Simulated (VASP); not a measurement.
A run of VASP 6.6.1:

POSCAR

```
SnO
1.0
    3.8005680465      0.0000000000      0.0000000000
    0.0000000000      3.8005680465      0.0000000000
    0.0000000000      0.0000000000      5.0374393916
Sn O
2 2
Direct
    0.5000000000      0.0000000000      0.7725860560
    0.0000000000      0.5000000000      0.2274139440
    0.0000000000      0.0000000000      0.0000000000
    0.5000000000      0.5000000000      0.0000000000
```

File INCAR.step1:

```
SYSTEM = SnO
PREC     = Accurate       ! precision mode
ENCUT    = 520            ! plane-wave cutoff, eV
EDIFF    = 1E-5           ! SCF threshold, eV
ISMEAR   = -1             ! smearing method
SIGMA    = 0.05           ! smearing width, eV
LREAL    = .False.        ! projectors in reciprocal space
LASPH    = .True.         ! aspherical terms in the spheres
NELM     = 60             ! most SCF steps
ALGO     = Normal         ! electronic algorithm
ISIF     = 2              ! what is computed and relaxed
LWAVE    = .True.         ! write WAVECAR
LCHARG   = .False.        ! write CHGCAR
GGA      = PE             ! functional
NBANDS   = 28             ! bands
```

The input INCAR.step2:

```
SYSTEM = SnO
PREC     = Accurate       ! precision mode
ENCUT    = 520            ! plane-wave cutoff, eV
EDIFF    = 1E-7           ! SCF threshold, eV
ISMEAR   = -1             ! smearing method
SIGMA    = 0.05           ! smearing width, eV
LREAL    = .False.        ! projectors in reciprocal space
LASPH    = .True.         ! aspherical terms in the spheres
NELM     = 60             ! most SCF steps
ALGO     = Normal         ! electronic algorithm
ISIF     = 2              ! what is computed and relaxed
LWAVE    = .False.        ! write WAVECAR
LCHARG   = .False.        ! write CHGCAR
GGA      = PE             ! functional
LHFCALC  = .True.         ! exact exchange
AEXX     = 0.25           ! exact-exchange fraction
PRECFOCK = Normal       
ISTART   = 1            
NBANDS   = 28             ! bands
```

The input KPOINTS:

```
Automatic mesh
0
Gamma
  4 4 3
  0 0 0
```

Potentials or basis: VASP PAW PBE potentials, release 64 (Sn_d, O).

Run with:

```sh
$ cat potpaw_PBE.64/Sn_d/POTCAR potpaw_PBE.64/O/POTCAR > POTCAR
$ cp INCAR.step1 INCAR
$ mpirun -np 1 vasp_std > vasp.out
$ cp INCAR.step2 INCAR
$ mpirun -np 1 vasp_std > vasp.out
```

Hardware: 1 thread of AMD EPYC 7R13 Processor (Zen 3) (shared host).

Problem. Estimate the wall time of this run.

Solution. Wall time 43 min on 1 thread of AMD EPYC 7R13 Processor (Zen 3), on a shared host, peak memory 0.18 GiB. Counts: k points 12.
